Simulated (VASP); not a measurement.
The system is PtS2.

```xyz
3
Lattice="1.7644 1.0187 5.5230 -1.7644 1.0187 5.5230 0.0000 -2.0374 5.5230" Properties=species:S:1:pos:R:3 pbc="T T T"
Pt    0.0000    0.0000    0.0000
S     0.0000    0.0000    4.2799
S     0.0000    0.0000   12.2893
```

Base run:

* Program: VASP 6.6.1
* Functional: PBE
* Potentials or basis: VASP PAW PBE potentials, release 64 (Pt, S)
* Cutoff: 520 eV
* k mesh: 8 × 8 × 8
* Occupations: gaussian, width 0.01 eV
* Spin: no spin polarisation

Its results: band gap on the k mesh 1.07 eV, indirect (least direct gap 1.21 eV); pressure 3.0 GPa; largest force 0.010 eV/Å.

Q: The run is repeated on the same cell with these changes: functional from PBE to r2SCAN. What comes out?

A: Band gap on the k mesh 1.21 eV, indirect (least direct gap 1.42 eV); pressure 1.1 GPa; largest force 0.047 eV/Å.

r2SCAN gives the wider gap, since meta-GGAs in the generalised Kohn-Sham scheme recover part of the derivative discontinuity.

Caveats: spin-orbit coupling is left out, which moves the levels of the heavy elements; the PAW data sets were made with another functional, which shifts forces and pressure a little (some runs).

A k mesh can miss the band edges.
